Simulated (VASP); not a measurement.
# HfC (P6_3/mmc) in VASP: notebook, part 2 of 2

VASP 6.6.1.

**5. Single point, r2SCAN**

This run uses another cell than the first one, of 12.59 Å³/atom, 1.064 times its volume.

POSCAR reads:

```
HfC
1.0
    3.3428660531      0.0000000000      0.0000000000
   -1.6714330265      2.8950069234      0.0000000000
    0.0000000000      0.0000000000      5.2027140000
Hf C
2 2
Direct
    0.3333333333      0.6666666667      0.2500000000
    0.6666666667      0.3333333333      0.7500000000
    0.0000000000      0.0000000000      0.5000000000
    0.0000000000      0.0000000000      0.0000000000
```

INCAR.step1 reads:

```
SYSTEM = HfC
PREC = Accurate
ENCUT = 520
ISMEAR = -1
SIGMA = 0.05
LREAL = .False.
LASPH = .True.
NELM = 60
NBANDS = 22
GGA = PE
ALGO = Normal
EDIFF = 1E-4
LWAVE = .True.
LCHARG = .False.
```

INCAR.step2 reads:

```
SYSTEM = HfC
PREC = Accurate
ENCUT = 520
EDIFF = 1E-7
ISMEAR = -1
SIGMA = 0.05
LREAL = .False.
LASPH = .True.
NELM = 60
ALGO = Normal
ISIF = 2
LWAVE = .False.
LCHARG = .False.
METAGGA = R2SCAN
LMIXTAU = .True.
NBANDS = 22
ISTART = 1
```

KPOINTS reads:

```
Automatic mesh
0
Gamma
  9 9 5
  0 0 0
```

Potentials or basis: VASP PAW PBE potentials, release 64 (Hf_pv, C).

Command:

```
$ cat potpaw_PBE.64/Hf_pv/POTCAR potpaw_PBE.64/C/POTCAR > POTCAR
$ cp INCAR.step1 INCAR
$ mpirun -np 1 vasp_std > vasp.out
$ cp INCAR.step2 INCAR
$ mpirun -np 1 vasp_std > vasp.out
```

OUTCAR:

```text
SYSTEM = HfC
   PREC = Accurate
   ENCUT = 520
   EDIFF = 1E-7
   ISMEAR = -1
   LREAL = .False.
   LASPH = .True.
   NELM = 60
   ISIF = 2
   METAGGA = R2SCAN
   ISTART = 1

 ion  position               nearest neighbor table
   1  0.333  0.667  0.250-   3 2.33   4 2.33   3 2.33   4 2.33   3 2.33   4 2.33   2 3.24   2 3.24
                             2 3.24   2 3.24   2 3.24   2 3.24
   2  0.667  0.333  0.750-   3 2.33   4 2.33   3 2.33   4 2.33   3 2.33   4 2.33   1 3.24   1 3.24
                             1 3.24   1 3.24   1 3.24   1 3.24
   3  0.000  0.000  0.500-   1 2.33   2 2.33   1 2.33   2 2.33   2 2.33   1 2.33
   4  0.000  0.000  0.000-   1 2.33   2 2.33   1 2.33   2 2.33   2 2.33   1 2.33

  LATTYP: Found a hexagonal cell.
 ALAT       =     3.3428660531
 C/A-ratio  =     1.5563632875

  Lattice vectors:

 A1 = (   3.3428660531,   0.0000000000,   0.0000000000)
 A2 = (  -1.6714330265,   2.8950069234,   0.0000000000)
 A3 = (   0.0000000000,   0.0000000000,   5.2027140000)

Analysis of symmetry for initial positions (statically):
=====================================================================
 Subroutine PRICEL returns:
 Original cell was already a primitive cell.

 Routine SETGRP: Setting up the symmetry group for a
 hexagonal supercell.

 Subroutine GETGRP returns: Found 24 space group operations
 (whereof 12 operations were pure point group operations)
 out of a pool of 24 trial point group operations.

The static configuration has the point symmetry D_3d.
 The point group associated with its full space group is D_6h.

Analysis of symmetry for dynamics (positions and initial velocities):
=====================================================================
 Subroutine PRICEL returns:
 Original cell was already a primitive cell.

 Routine SETGRP: Setting up the symmetry group for a
 hexagonal supercell.

 Subroutine GETGRP returns: Found 24 space group operations
 (whereof 12 operations were pure point group operations)
 out of a pool of 24 trial point group operations.

The dynamic configuration has the point symmetry D_3d.
 The point group associated with its full space group is D_6h.

 Subroutine INISYM returns: Found 24 space group operations
 (whereof 12 operations are pure point group operations),
 and found     1 'primitive' translations

----------------------------------------------------------------------------------------

                                     Primitive cell

  volume of cell :      50.3499

  direct lattice vectors                    reciprocal lattice vectors
     3.342866053  0.000000000  0.000000000     0.299144502  0.172711159  0.000000000
    -1.671433026  2.895006923  0.000000000     0.000000000  0.345422317  0.000000000
     0.000000000  0.000000000  5.202714000     0.000000000  0.000000000  0.192207375

  length of vectors
     3.342866053  3.342866053  5.202714000     0.345422317  0.345422317  0.192207375

  position of ions in fractional coordinates (direct lattice)
     0.333333333  0.666666667  0.250000000
     0.666666667  0.333333333  0.750000000
     0.000000000  0.000000000  0.500000000
     0.000000000  0.000000000  0.000000000

  ion indices of the primitive-cell ions
   primitive index   ion index
                 1           1
                 2           2
                 3           3
                 4           4

----------------------------------------------------------------------------------------

 KPOINTS: Automatic mesh

Automatic generation of k-mesh.
 Grid dimensions read from file:
 generate k-points for:    9    9    5

 Generating k-lattice:

  Cartesian coordinates                     Fractional coordinates (reciprocal lattice)
     0.033238278  0.019190129  0.000000000     0.111111111  0.000000000  0.000000000
     0.000000000  0.038380257  0.000000000     0.000000000  0.111111111  0.000000000
     0.000000000  0.000000000  0.038441475     0.000000000  0.000000000  0.200000000

  Length of vectors
     0.038380257  0.038380257  0.038441475

  Shift w.r.t. Gamma in fractional coordinates (k-lattice)
     0.000000000  0.000000000  0.000000000

 Subroutine IBZKPT returns following result:
 ===========================================

 Found     36 irreducible k-points:

 Following reciprocal coordinates:
            Coordinates               Weight
  0.000000  0.000000  0.000000      1.000000
  0.111111 -0.000000  0.000000      6.000000
  0.222222  0.000000  0.000000      6.000000
  0.333333 -0.000000  0.000000      6.000000
  0.444444  0.000000  0.000000      6.000000
  0.111111  0.111111  0.000000      6.000000
[... 16 lines left out ...]
  0.333333  0.222222  0.200000     24.000000
  0.333333  0.333333  0.200000      4.000000
 [... further k-points ...]
   k-points           NKPTS =     36   k-points in BZ     NKDIM =     36   number of bands    NBANDS=     22
   number of dos      NEDOS =    301   number of ions     NIONS =      4
   total plane-waves  NPLWV =  31360
   dimension x,y,z NGX =    28 NGY =   28 NGZ =   40
   dimension x,y,z NGXF=    56 NGYF=   56 NGZF=   80
   ions per type =               2   2
   NGX,Y,Z   is equivalent  to a cutoff of  13.92, 13.92, 12.78 a.u.
   NGXF,Y,Z  is equivalent  to a cutoff of  27.85, 27.85, 25.56 a.u.
 SYSTEM =  HfC
   PREC   = accura    normal or accurate (medium, high low for compatibility)
   ISTART =      1    job   : 0-new  1-cont  2-samecut
   ICHARG =      0    charge: 1-file 2-atom 10-const
   ISPIN  =      1    spin polarized calculation?
   LNONCOLLINEAR =      F non collinear calculations
   LSORBIT =      F    spin-orbit coupling
   LASPH  =      T    aspherical Exc in radial PAW
   ENCUT  =  520.0 eV  38.22 Ry    6.18 a.u.   6.22  6.22  9.67*2*pi/ulx,y,z
   NELM   =     60;   NELMIN=  2; NELMDL=  0     # of ELM steps
   EDIFF  = 0.1E-06   stopping-criterion for ELM
   LREAL  =      F    real-space projection
   EDIFFG = 0.1E-05   stopping-criterion for IOM
   NSW    =      0    number of steps for IOM
   IBRION =     -1    ionic relax: 0-MD 1-quasi-New 2-CG
   NFREE  =      0    steps in history (QN), initial steepest desc. (CG)
   ISIF   =      2    stress and relaxation
   ISYM   =      2    0-nonsym 1-usesym 2-fastsym
   POTIM  = 0.5000    time-step for ionic-motion
   TEBEG  =    0.0;   TEEND  =   0.0 temperature during run
   PSTRESS=    0.0 pullay stress
   NELECT =      28.0000    total number of electrons
   NUPDOWN=      -1.0000    fix difference up-down
   EMIN   =  10.00;   EMAX   =-10.00  energy-range for DOS
   EFERMI =   0.00;   METHOD = LEGACY
   ISMEAR =    -1;   SIGMA  =   0.05  broadening in eV -4-tet -1-fermi 0-gaus
   EFERMI_NEDOS =   21; number of points for ismear=-14 and -15
   IALGO  =     38    algorithm
   IMIX   =      4    mixing-type and parameters
     AMIX     =   0.40;   BMIX     =  1.00
     AMIX_MAG =   1.60;   BMIX_MAG =  1.00
  volume/ion in A,a.u.               =      12.59        84.94
  Fermi-wavevector in a.u.,A,eV,Ry     =   1.346257  2.544057 24.659309  1.812408
  Thomas-Fermi vector in A             =   2.474104
   LORBIT       =      0    0 simple, 1 ext, 2 COOP (PROOUT), +10 PAW based schemes
   METAGGA = R2SCAN    functional components
   LHFCALC =     F    Hartree Fock is set to
   AEXX    =    0.0000 exact exchange contribution
   IVDW    =     0    specifies the selected vdW correction
   LEPSILON=     F    determine dielectric tensor
   LRPA    =     F    only Hartree local field effects (RPA)
 non-spin polarized calculation
  energy-cutoff  :      520.00
  volume of cell :       50.35
 maximum number of plane-waves:      1375
 NGX is ok and might be reduce to    28
   NGX = 13   NGY = 13   NGZ = 19

 number of electron      28.0000002 magnetization

 Free energy of the ion-electron system (eV)
  ---------------------------------------------------
  ext. energy  EPLUGINS =         0.00000000
  ---------------------------------------------------
  free energy    TOTEN  =      -113.71378921 eV

  energy without entropy =     -113.71001839  energy(sigma->0) =     -113.71190380

 E-fermi :   6.4197     XC(G=0): -13.1358

 val. band max:        6.3750764986   @ k =   0.0000   0.0000   0.2000
 cond. band min:       6.5486430766   @ k =   0.1111   0.1111   0.2000
 fundamental gap:      0.1735665780
 Fermi energy:         6.4196764512

 k-point     1 :       0.0000    0.0000    0.0000
  band No.  band energies     occupation
      1     -25.4520      2.00000
      2     -24.8692      2.00000
      3     -24.8692      2.00000
      4     -24.7822      2.00000
      5     -24.7822      2.00000
      6     -24.7016      2.00000
[... 574 lines left out ...]
      6     -24.9033      2.00000
[... 14 lines left out ...]
     21      14.6293      0.00000
     22      14.6293      0.00000

 [... further k-points ...]
[... 5 lines left out ...]
  --------------------------------------------------------------------------------------
  -------------------------------------------------------------------------------------
  Total       -1.8291958     -1.8291958      0.0493253     -0.0000000      0.0000000      0.0000000
  in kB      -58.2066024    -58.2066024      1.5695749     -0.0000000      0.0000000      0.0000000
  external PRESSURE =     -38.2812099 kB  Pullay stress =       0.0000000 kB

 VOLUME and BASIS-vectors are now :
 -----------------------------------------------------------------------------
  energy-cutoff  :      520.00
  volume of cell :       50.35
      direct lattice vectors                 reciprocal lattice vectors
     3.342866053  0.000000000  0.000000000     0.299144502  0.172711159  0.000000000
    -1.671433026  2.895006923  0.000000000     0.000000000  0.345422317  0.000000000
     0.000000000  0.000000000  5.202714000     0.000000000  0.000000000  0.192207375

 POSITION                                       TOTAL-FORCE (eV/Angst)
 -----------------------------------------------------------------------------------
     -0.00000      1.93000      1.30068         0.000000     -0.000000      0.000000
      1.67143      0.96500      3.90204        -0.000000      0.000000      0.000000
      0.00000      0.00000      2.60136         0.000000     -0.000000      0.000000
      0.00000      0.00000      0.00000         0.000000     -0.000000      0.000000
 -----------------------------------------------------------------------------------
    total drift:                               -0.000000      0.000000     -0.000000

  FREE ENERGIE OF THE ION-ELECTRON SYSTEM (eV)
  ---------------------------------------------------
  free  energy   TOTEN  =      -113.7137892148 eV

  energy  without entropy=     -113.7100183910  energy(sigma->0) =     -113.71190380
```

Run time: 3.2 min. Hardware: 1 thread of Intel Xeon Platinum 8375C at 2.90GHz (Ice Lake), shared host; peak memory 0.19 GiB.

What came out:

| Quantity | Value |
| --- | --- |
| Free energy | -113.7138 eV |
| Pressure | -3.8 GPa |
| Band gap on the k mesh | zero (band 14 reaches 7.66 eV, above the bottom of band 15 at 6.35 eV) |

Stress tensor (GPa, compression positive):
```
-5.82  0.00  0.00
 0.00 -5.82  0.00
 0.00  0.00  0.16
```

Caveat: the PAW data sets were made with another functional, which shifts forces and pressure a little; spin-orbit coupling is left out, which moves the levels of the heavy elements.

**6. Summary**

```csv
cell,gap on the mesh (eV),pressure (GPa)
"a = 3.275, b = 3.275, c = 5.097 Å, angles 90.0, 90.0, 120.0°, 4 atoms",none,12.6
"a = 3.298, b = 3.298, c = 5.132 Å, angles 90.0, 90.0, 120.0°, 4 atoms",none,6.6
"a = 3.320, b = 3.320, c = 5.168 Å, angles 90.0, 90.0, 120.0°, 4 atoms",none,1.1
"a = 3.343, b = 3.343, c = 5.203 Å, angles 90.0, 90.0, 120.0°, 4 atoms",none,-3.8
```

Alike in all rows: task single point; level r2SCAN; potentials or basis VASP PAW PBE potentials, release 64 (Hf_pv, C); no spin polarisation; k mesh 9 × 9 × 5; cutoff (eV) 520; smearing fermi-dirac 0.05 eV.

Caveats: the PAW data sets were made with another functional, which shifts forces and pressure a little; spin-orbit coupling is left out, which moves the levels of the heavy elements.

Absolute energies hang on the potentials; compare differences alone.
